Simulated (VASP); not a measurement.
# TaN (Immm) in VASP: a series of runs

The runs below take TaN through single point, relaxation of cell and atoms, with PBE.

All numbers are computed with VASP 6.6.1; they aren't measurements. Logs are shortened: lines on timing, memory, paths and dates and some standing lists are left out, and cuts for length are marked.

## 1. The cell of the first run

It takes space group Immm (No. 71, orthorhombic). Conventional cell: a = 3.984 Å, b = 4.081 Å, c = 4.106 Å, α = 90.00°, β = 90.00°, γ = 90.00°. Ta (site symmetry mmm) has 2 N at 2.04 Å within 2.7 Å. Within 2.7 Å of N (site symmetry mmm) lie 2 Ta at 2.04 Å.

## 2. Single point, PBE

INCAR

```
PREC     = Accurate       # precision mode
ENCUT    = 520            # plane-wave cutoff, eV
EDIFF    = 1E-6           # SCF threshold, eV
ISMEAR   = 0              # smearing method
SIGMA    = 0.1            # smearing width, eV
LREAL    = False          # projectors in reciprocal space
LASPH    = True           # aspherical terms in the spheres
NELM     = 60             # most SCF steps
ALGO     = Normal         # electronic algorithm
ISIF     = 2              # what is computed and relaxed
LWAVE    = False          # write WAVECAR
LCHARG   = True           # write CHGCAR
GGA      = PE             # functional
LELF     = True           # ELF
LVHAR    = True         
NBANDS   = 15             # bands
```

KPOINTS

```
regular mesh
0
Gamma
  6 6 6
```

POSCAR

```
TaN
1.0
   -1.9918827500      2.0403509400      2.0531032100
    1.9918827500     -2.0403509400      2.0531032100
    1.9918827500      2.0403509400     -2.0531032100
Ta N
1 1
Direct
    0.0000000000      0.0000000000      0.0000000000
    0.5000000000      0.0000000000      0.5000000000
```

Potentials or basis: VASP PAW PBE potentials, release 64 (Ta_pv, N).

Command:

```bash
cat potpaw_PBE.64/Ta_pv/POTCAR potpaw_PBE.64/N/POTCAR > POTCAR
mpirun -np 1 vasp_std > vasp.out
```

OUTCAR:

```text
PREC = Accurate
   ENCUT = 520
   EDIFF = 1E-6
   ISMEAR = 0
   LREAL = False
   LASPH = True
   NELM = 60
   ISIF = 2
   GGA = PE

 ion  position               nearest neighbor table
   1  0.000  0.000  0.000-   2 2.04   2 2.04
   2  0.500  0.000  0.500-   1 2.04   1 2.04

  LATTYP: Found a body centered orthorhombic cell.
 ALAT       =     3.9837655000
 B/A-ratio  =     1.0243328529
 C/A-ratio  =     1.0307349717

  Lattice vectors:

 A1 = (  -1.9918827500,   2.0403509400,   2.0531032100)
 A2 = (   1.9918827500,  -2.0403509400,   2.0531032100)
 A3 = (   1.9918827500,   2.0403509400,  -2.0531032100)

Analysis of symmetry for initial positions (statically):
=====================================================================
 Subroutine PRICEL returns:
 Original cell was already a primitive cell.

 Routine SETGRP: Setting up the symmetry group for a
 body centered orthorhombic supercell.

 Subroutine GETGRP returns: Found  8 space group operations
 (whereof  8 operations were pure point group operations)
 out of a pool of  8 trial point group operations.

The static configuration has the point symmetry D_2h.

Analysis of symmetry for dynamics (positions and initial velocities):
=====================================================================
 Subroutine PRICEL returns:
 Original cell was already a primitive cell.

 Routine SETGRP: Setting up the symmetry group for a
 body centered orthorhombic supercell.

 Subroutine GETGRP returns: Found  8 space group operations
 (whereof  8 operations were pure point group operations)
 out of a pool of  8 trial point group operations.

The dynamic configuration has the point symmetry D_2h.

 Subroutine INISYM returns: Found  8 space group operations
 (whereof  8 operations are pure point group operations),
 and found     1 'primitive' translations

----------------------------------------------------------------------------------------

                                     Primitive cell

  volume of cell :      33.3764

  direct lattice vectors                    reciprocal lattice vectors
    -1.991882750  2.040350940  2.053103210     0.000000000  0.245055882  0.243533787
     1.991882750 -2.040350940  2.053103210     0.251018791  0.000000000  0.243533787
     1.991882750  2.040350940 -2.053103210     0.251018791  0.245055882  0.000000000

  length of vectors
     3.513667833  3.513667833  3.513667833     0.345486745  0.349741532  0.350803106

  position of ions in fractional coordinates (direct lattice)
[... 85 lines left out ...]
   ISIF   =      2    stress and relaxation
   ISYM   =      2    0-nonsym 1-usesym 2-fastsym
   POTIM  = 0.5000    time-step for ionic-motion
   TEBEG  =    0.0;   TEEND  =   0.0 temperature during run
   PSTRESS=    0.0 pullay stress
   NELECT =      16.0000    total number of electrons
   NUPDOWN=      -1.0000    fix difference up-down
   EMIN   =  10.00;   EMAX   =-10.00  energy-range for DOS
   EFERMI =   0.00;   METHOD = LEGACY
   ISMEAR =     0;   SIGMA  =   0.10  broadening in eV -4-tet -1-fermi 0-gaus
   EFERMI_NEDOS =   21; number of points for ismear=-14 and -15
   IALGO  =     38    algorithm
   IMIX   =      4    mixing-type and parameters
     AMIX     =   0.40;   BMIX     =  1.00
     AMIX_MAG =   1.60;   BMIX_MAG =  1.00
  volume/ion in A,a.u.               =      16.69       112.62
  Fermi-wavevector in a.u.,A,eV,Ry     =   1.281253  2.421218 22.335463  1.641610
  Thomas-Fermi vector in A             =   2.413634
   LORBIT       =      0    0 simple, 1 ext, 2 COOP (PROOUT), +10 PAW based schemes
   GGA     = PE    functional components
   LHFCALC =     F    Hartree Fock is set to
   AEXX    =    0.0000 exact exchange contribution
   IVDW    =     0    specifies the selected vdW correction
   LEPSILON=     F    determine dielectric tensor
   LRPA    =     F    only Hartree local field effects (RPA)
 non-spin polarized calculation
 Gauss-broadening in eV      SIGMA  =   0.10
  energy-cutoff  :      520.00
  volume of cell :       33.38
 maximum number of plane-waves:       923
 NGX is ok and might be reduce to    28
   NGX = 13   NGY = 13   NGZ = 13

 number of electron      15.9999999 magnetization

 Free energy of the ion-electron system (eV)
  ---------------------------------------------------
  ext. energy  EPLUGINS =         0.00000000
  ---------------------------------------------------
  free energy    TOTEN  =       -19.26078494 eV

  energy without entropy =      -19.25029995  energy(sigma->0) =      -19.25554244

 E-fermi :   4.7716     XC(G=0): -10.9668

 val. band max:        4.7680557023   @ k =   0.3333  -0.3333   0.3333
 cond. band min:       4.7739421701   @ k =   0.5000   0.3333   0.0000
 fundamental gap:      0.0058864678
 Fermi energy:         4.7715851753

 k-point     1 :       0.0000    0.0000    0.0000
  band No.  band energies     occupation
      1     -31.2651      2.00000
      2     -31.2439      2.00000
      3     -31.1129      2.00000
      4     -11.1553      2.00000
      5       1.5316      2.00000
      6       2.1625      2.00000
      7       2.2137      2.00000
      8       2.5749      2.00000
      9       3.5827      2.00000
     10       3.7480      2.00000
     11       3.7704      2.00000
     12       5.4035      0.00000
     13      10.3762      0.00000
     14      15.2762      0.00000
[... 401 lines left out ...]
      2     -31.2845      2.00000
      3     -31.1980      2.00000
      4      -9.7102      2.00000
      5      -1.0148      2.00000
      6      -0.7593      2.00000
      7      -0.1640      2.00000
      8       4.5399      1.99895
      9       5.7647      0.00000
     10       6.2110      0.00000
     11       6.2705      0.00000
     12       8.0677      0.00000
     13      10.0923      0.00000
     14      12.7811      0.00000
     15      15.5322      0.00000

 [... further k-points ...]
[... 5 lines left out ...]
  --------------------------------------------------------------------------------------
  -------------------------------------------------------------------------------------
  Total       -5.8675638     -2.7512507     -5.6591799     -0.0000000      0.0000000      0.0000000
  in kB     -281.6624725   -132.0691330   -271.6593575     -0.0000000      0.0000000      0.0000000
  external PRESSURE =    -228.4636543 kB  Pullay stress =       0.0000000 kB

 VOLUME and BASIS-vectors are now :
 -----------------------------------------------------------------------------
  energy-cutoff  :      520.00
  volume of cell :       33.38
      direct lattice vectors                 reciprocal lattice vectors
    -1.991882750  2.040350940  2.053103210     0.000000000  0.245055882  0.243533787
     1.991882750 -2.040350940  2.053103210     0.251018791  0.000000000  0.243533787
     1.991882750  2.040350940 -2.053103210     0.251018791  0.245055882  0.000000000

 POSITION                                       TOTAL-FORCE (eV/Angst)
 -----------------------------------------------------------------------------------
      0.00000      0.00000      0.00000        -0.000000      0.000000     -0.000000
      0.00000      2.04035      0.00000         0.000000     -0.000000      0.000000
 -----------------------------------------------------------------------------------
    total drift:                                0.000000      0.000000     -0.000000

  FREE ENERGIE OF THE ION-ELECTRON SYSTEM (eV)
  ---------------------------------------------------
  free  energy   TOTEN  =       -19.2607849403 eV

  energy  without entropy=      -19.2502999496  energy(sigma->0) =      -19.25554244
```

OSZICAR:

```text
N       E                     dE             d eps       ncg     rms          rms(c)
DAV:   1     0.978453777525E+02    0.97845E+02   -0.84019E+03  1380   0.102E+03
DAV:   2    -0.195504735318E+02   -0.11740E+03   -0.11064E+03  1821   0.281E+02
DAV:   3    -0.233951701587E+02   -0.38447E+01   -0.38257E+01  1611   0.494E+01
DAV:   4    -0.234184835676E+02   -0.23313E-01   -0.23309E-01  1674   0.436E+00
DAV:   5    -0.234186838194E+02   -0.20025E-03   -0.20025E-03  1625   0.378E-01    0.173E+01
DAV:   6    -0.199401893762E+02    0.34785E+01   -0.12484E+01  1647   0.299E+01    0.740E+00
DAV:   7    -0.193362200660E+02    0.60397E+00   -0.10938E+00  1506   0.100E+01    0.499E+00
DAV:   8    -0.192829524541E+02    0.53268E-01   -0.46545E-01  1884   0.575E+00    0.180E+00
DAV:   9    -0.192614215829E+02    0.21531E-01   -0.34800E-02  1527   0.166E+00    0.390E-01
DAV:  10    -0.192608412071E+02    0.58038E-03   -0.27775E-03  1940   0.427E-01    0.101E-01
DAV:  11    -0.192607844128E+02    0.56794E-04   -0.15381E-04  1646   0.128E-01    0.252E-02
DAV:  12    -0.192607844473E+02   -0.34456E-07   -0.17579E-05  1758   0.453E-02    0.669E-03
DAV:  13    -0.192607849403E+02   -0.49303E-06   -0.18280E-06  1540   0.128E-02
   1 F= -.19260785E+02 E0= -.19255542E+02  d E =-.104850E-01
```

stdout:

```text
POSCAR found type information on POSCAR TaN
 POSCAR found :  2 types and       2 ions
 scaLAPACK will be used
 LDA part: xc-table for (Slater+PW92), standard interpolation
 POSCAR, INCAR and KPOINTS ok, starting setup
 FFT: planning ... GRIDC
 FFT: planning ... GRID_SOFT
 FFT: planning ... GRID
 WAVECAR not read
 entering main loop
```

Wall time 38 s (1 thread of Intel Xeon 8259CL, shared host); peak memory 0.17 GiB.

What came out:

```
Free energy            : -19.2608 eV
Pressure               : -22.8 GPa
Band gap on the k mesh : zero (band 8 reaches 5.28 eV, above the bottom of band 9 at 3.38 eV)
```

Caveat: the k points lie up to 0.37 Å⁻¹ apart; spin-orbit coupling is left out, which moves the levels of the heavy elements.

## 3. Relaxation of cell and atoms, PBE

INCAR

```
SYSTEM = TaN
PREC = Accurate
ENCUT = 600
EDIFF = 1E-7
ISMEAR = 0
SIGMA = 0.1
LREAL = .FALSE.
LASPH = .TRUE.
NELM = 60
ALGO = Normal
ISIF = 3
LWAVE = .FALSE.
LCHARG = .FALSE.
GGA = PE
IBRION = 2
NSW = 90
EDIFFG = -0.04
```

KPOINTS

```
regular mesh
0
G
  6 6 6
  0 0 0
```

POSCAR is that of step 2.

Potentials or basis: VASP PAW PBE potentials, release 64 (Ta_pv, N).

Command:

```bash
cat potpaw_PBE.64/Ta_pv/POTCAR potpaw_PBE.64/N/POTCAR > POTCAR
mpirun -np 1 vasp_std > vasp.out
```

OUTCAR:

```text
SYSTEM = TaN
   PREC = Accurate
   ENCUT = 600
   EDIFF = 1E-7
   ISMEAR = 0
   LREAL = .FALSE.
   LASPH = .TRUE.
   NELM = 60
   ISIF = 3
   GGA = PE
   IBRION = 2
   NSW = 90
   EDIFFG = -0.04

 ion  position               nearest neighbor table
   1  0.000  0.000  0.000-   2 2.04   2 2.04
   2  0.500  0.000  0.500-   1 2.04   1 2.04

  LATTYP: Found a body centered orthorhombic cell.
 ALAT       =     3.9837655000
 B/A-ratio  =     1.0243328529
 C/A-ratio  =     1.0307349717

  Lattice vectors:

 A1 = (  -1.9918827500,   2.0403509400,   2.0531032100)
 A2 = (   1.9918827500,  -2.0403509400,   2.0531032100)
 A3 = (   1.9918827500,   2.0403509400,  -2.0531032100)

Analysis of symmetry for initial positions (statically):
=====================================================================
 Subroutine PRICEL returns:
 Original cell was already a primitive cell.

 Routine SETGRP: Setting up the symmetry group for a
 body centered orthorhombic supercell.

 Subroutine GETGRP returns: Found  8 space group operations
 (whereof  8 operations were pure point group operations)
 out of a pool of  8 trial point group operations.

The static configuration has the point symmetry D_2h.

Analysis of symmetry for dynamics (positions and initial velocities):
[... 150 lines left out ...]
--------------------------------------- Ionic step        1  -------------------------------------------

 number of electron      15.9999999 magnetization

 Free energy of the ion-electron system (eV)
  ---------------------------------------------------
  ext. energy  EPLUGINS =         0.00000000
  ---------------------------------------------------
  free energy    TOTEN  =       -19.26248544 eV

  energy without entropy =      -19.25200269  energy(sigma->0) =      -19.25724407

 E-fermi :   4.7718     XC(G=0): -10.9668

 val. band max:        4.7682998605   @ k =   0.3333  -0.3333   0.3333
 cond. band min:       4.7741763392   @ k =   0.5000   0.3333   0.0000
 fundamental gap:      0.0058764788
 Fermi energy:         4.7718226424
[... 821 lines left out ...]
      1     -26.2226      2.00000
      2     -25.8972      2.00000
      3     -25.8949      2.00000
      4      -7.0782      2.00000
      5       2.7782      2.00000
      6       2.8227      2.00000
      7       3.0413      2.00000
      8       8.6679      2.00000
      9      12.9104      0.00000
     10      13.0117      0.00000
     11      13.6410      0.00000
     12      15.1802      0.00000

 [... further k-points ...]

[... ionic steps 4 to 13 ...]

--------------------------------------- Ionic step       14  -------------------------------------------

 number of electron      16.0000000 magnetization

------------------------ aborting loop because EDIFF is reached ----------------------------------------
[... 67 lines left out ...]
--------------------------------------- Ionic step       16  -------------------------------------------

 number of electron      16.0000000 magnetization

 Free energy of the ion-electron system (eV)
  ---------------------------------------------------
  ext. energy  EPLUGINS =         0.00000000
  ---------------------------------------------------
  free energy    TOTEN  =       -21.78072381 eV

  energy without entropy =      -21.77300207  energy(sigma->0) =      -21.77686294

 E-fermi :   9.3616     XC(G=0): -13.3435

 val. band max:        9.3017274905   @ k =   0.3333   0.3333   0.1667
 cond. band min:       9.3793469335   @ k =  -0.3333   0.3333   0.0000
 fundamental gap:      0.0776194431
 Fermi energy:         9.3615814370
[... 389 lines left out ...]
  FREE ENERGIE OF THE ION-ELECTRON SYSTEM (eV)
  ---------------------------------------------------
  free  energy   TOTEN  =       -21.7807238123 eV

  energy  without entropy=      -21.7730020733  energy(sigma->0) =      -21.77686294

 reached required accuracy - stopping structural energy minimisation
```

OSZICAR:

```text
N       E                     dE             d eps       ncg     rms          rms(c)
DAV:   1     0.103757207224E+03    0.10376E+03   -0.95145E+03  1104   0.143E+03
DAV:   2    -0.176415505286E+02   -0.12140E+03   -0.11446E+03  1312   0.333E+02
DAV:   3    -0.233274974044E+02   -0.56859E+01   -0.55679E+01  1412   0.698E+01
[... 159 lines left out ...]
DAV:   3    -0.217807213483E+02    0.27922E-03   -0.47487E-04  1400   0.236E-01    0.265E-02
DAV:   4    -0.217807229888E+02   -0.16405E-05   -0.21305E-05  1192   0.532E-02    0.227E-02
DAV:   5    -0.217807235714E+02   -0.58259E-06   -0.79322E-07  1468   0.937E-03    0.732E-03
DAV:   6    -0.217807238195E+02   -0.24807E-06   -0.93505E-08   648   0.369E-03    0.469E-04
DAV:   7    -0.217807238123E+02    0.71150E-08   -0.17743E-08   588   0.171E-03
  16 F= -.21780724E+02 E0= -.21776863E+02  d E =-.618086E-03
```

It took 5.6 min on 1 thread of Intel Xeon 8259CL, shared host; peak memory 0.19 GiB.

Results:

```yaml
Free_energy: -21.7807 eV
Relaxed_volume: 10.81 Å³/atom
Relaxed_cell: a = 3.128 Å, b = 3.128 Å, c = 3.128 Å, α = 120.97°, β = 90.01°, γ = 119.02°
Space_group_after_relaxing_to_0.05_Å: Immm (No. 71)
Energy_gained_by_relaxing: 1259.1 meV/atom
Ionic_steps: 16
Pressure_after_relaxing: 0.0 GPa
Band_gap_on_the_k_mesh: zero (band 8 reaches 11.11 eV, above the bottom of band 9 at 7.26 eV)
```

The path:
```tsv
step	energy change (eV)	largest force (eV/Å)	pressure (GPa)	volume (Å³)
1	0.0000	0.0000	-22.93	33.38
2	-0.8952	0.0000	32.44	23.07
3	-0.9259	0.0000	18.01	24.42
4	-1.2769	0.0000	23.40	22.92
5	-1.6305	0.0000	77.43	18.64
6	-1.6947	0.0000	45.88	20.25
7	-1.7204	0.0000	55.99	19.62
8	-2.2004	0.0000	33.22	20.16
9	-2.4857	0.0000	12.09	20.93
10	-2.5034	0.0000	8.49	21.11
11	-2.5115	0.0000	4.43	21.36
12	-2.5149	0.0000	2.73	21.46
13	-2.5175	0.0000	-1.18	21.71
14	-2.5176	0.0000	-0.63	21.67
15	-2.5179	0.0000	-0.47	21.66
16	-2.5182	0.0000	0.01	21.63
```

Final structure:
```
Ta N
1.0
    -1.54078    2.21139    1.58703
     1.54078   -2.21139    1.58703
     1.54078    2.21139   -1.58703
Ta N
1 1
Direct
  0.00000 0.00000 0.00000
  0.50000 0.00000 0.50000
```

Caveat: the k points lie up to 0.47 Å⁻¹ apart in the final cell; the volume moved by over 15 % at a fixed basis, so the end points are rough; spin-orbit coupling is left out, which moves the levels of the heavy elements.

## 4. Single point, PBE, collinear spin, ferromagnetic start

INCAR

```
  PREC = Accurate
  ENCUT = 520
  EDIFF = 1E-7
  ISMEAR = 0
  SIGMA = 0.1
  LREAL = False
  LASPH = True
  NELM = 150
  ALGO = Normal
  ISIF = 2
  LWAVE = False
  LCHARG = False
  ISPIN = 2
  MAGMOM = 1 0
  LORBIT = 11
  LMAXMIX = 4
  GGA = PE
  NBANDS = 19
```

KPOINTS

```
Automatic mesh
0
Gamma
  6 6 6
```

POSCAR is that of step 3.

Command:

```bash
cat potpaw_PBE.64/Ta_pv/POTCAR potpaw_PBE.64/N/POTCAR > POTCAR
mpirun -np 1 vasp_std > vasp.out
```

Run time: 2.1 min. Hardware: 1 thread of Intel Xeon 8259CL, shared host; peak memory 0.2 GiB.

The run converged. Its results:

* Free energy: -19.2611 eV
* Pressure: -22.9 GPa
* Net moment: 0.13 μB per cell
* Site moments: Ta +0.09; N -0.00 μB
* Valence electrons inside the program's atomic spheres: Ta 8.58; N 3.61

Stress tensor (GPa, compression positive):
```
-28.15   0.00   0.00
  0.00 -13.10   0.00
  0.00   0.00 -27.36
```

Levels at points of the mesh, in eV from the Fermi level:
Spin up:
```tsv
k point	band 5	band 6	band 7	band 8	band 9	band 10	band 11	band 12
(0.00, 0.00, 0.00)	-3.29	-2.61	-2.56	-2.20	-1.21	-1.04	-1.03	0.54
(0.50, 0.00, 0.00)	-7.27	-5.78	-5.13	0.10	1.79	2.51	2.54	3.20
(0.00, 0.50, 0.00)	-5.28	-2.75	-2.64	-2.15	-0.95	0.87	2.00	2.48
(0.50, 0.50, 0.00)	-7.23	-5.79	-5.28	0.41	1.85	2.39	2.65	3.19
(0.50, 0.50, 0.50)	-4.01	-3.83	-3.40	-3.04	1.61	1.66	1.66	2.20
```
Spin down:
```
           k point  band 5  band 6  band 7  band 8  band 9  band 10  band 11  band 12
(0.00, 0.00, 0.00)   -3.19   -2.61   -2.56   -2.20   -1.17    -1.00    -0.97     0.73
(0.50, 0.00, 0.00)   -7.25   -5.74   -5.11    0.27    1.84     2.60     2.62     3.24
(0.00, 0.50, 0.00)   -5.26   -2.74   -2.64   -2.09   -0.89     1.05     2.05     2.57
(0.50, 0.50, 0.00)   -7.21   -5.76   -5.26    0.58    1.89     2.50     2.76     3.24
(0.50, 0.50, 0.50)   -4.01   -3.83   -3.39   -2.87    1.67     1.71     1.71     2.32
```

Caveat: the k points lie up to 0.37 Å⁻¹ apart; spin-orbit coupling is left out, which moves the levels of the heavy elements.

## 5. The runs side by side

```csv
task,spin,cell,cutoff (eV),gap on the mesh (eV),pressure (GPa)
single point,off,as given,520,none,-22.8
relaxation of cell and atoms,off,relaxed,600,none,0.0
single point,"collinear, ferromagnetic start",as given,520,none,-22.9
```

Alike in all rows: level PBE; potentials or basis VASP PAW PBE potentials, release 64 (Ta_pv, N); k mesh 6 × 6 × 6; smearing gaussian 0.1 eV.

Caveats: all runs use coarse meshes; spin-orbit coupling is left out, which moves the levels of the heavy elements; the volume moved by over 15 % at a fixed basis, so the end points are rough (some runs).

Absolute energies hang on the potentials; compare differences alone.
